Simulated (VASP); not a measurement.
## KF: single point with PBE

The system is KF.

```xyz
2
Lattice="0.0000 2.7105 2.8122 2.5208 0.0000 2.8122 2.5208 2.7105 0.0000" Properties=species:S:1:pos:R:3 pbc="T T T"
K     0.0000    0.0000    0.0000
F     2.5208    2.7105    2.8122
```

This cell differs from its parent crystal: normal strain along x -0.0700, normal strain along z +0.0375.

| Quantity | Value |
| --- | --- |
| Program | VASP 6.6.1 |
| Task | single point |
| Functional | PBE |
| Potentials or basis | VASP PAW PBE potentials, release 64 (K_sv, F) |
| Cutoff | 520 eV |
| k mesh | 8 × 8 × 8 |
| Occupations | gaussian, width 0.05 eV |
| Spin | no spin polarisation |

```json
{
  "Pressure": "2.0 GPa",
  "Band gap on the k mesh": "5.97 eV"
}
```

Stress tensor (GPa, compression positive):
```
 6.19  0.00  0.00
 0.00  0.68  0.00
 0.00  0.00 -0.84
```

Levels at points of the mesh, in eV from the valence-band top:
| k point | band 6 | band 7 | band 8 | band 9 | band 10 | band 11 |
| --- | --- | --- | --- | --- | --- | --- |
| (0.00, 0.00, 0.00) | -0.18 | -0.14 | 0.00 | 5.97 | 10.32 | 10.54 |
| (0.50, 0.00, 0.00) | -0.91 | -0.49 | -0.46 | 8.90 | 10.41 | 11.67 |
| (0.50, 0.50, 0.00) | -0.43 | -0.20 | -0.04 | 8.29 | 10.14 | 11.16 |
| (0.50, 0.00, 0.50) | -0.36 | -0.24 | -0.04 | 8.19 | 10.11 | 11.51 |
| (0.00, 0.50, 0.50) | -0.25 | -0.21 | -0.15 | 7.87 | 10.27 | 12.19 |

Wall time 93 s on 1 thread of Intel Xeon 8259CL (shared host), peak memory 0.19 GiB.

Caveat: the cell differs from its parent crystal (normal strain along x -0.0700, normal strain along z +0.0375). A k mesh can miss the band edges.
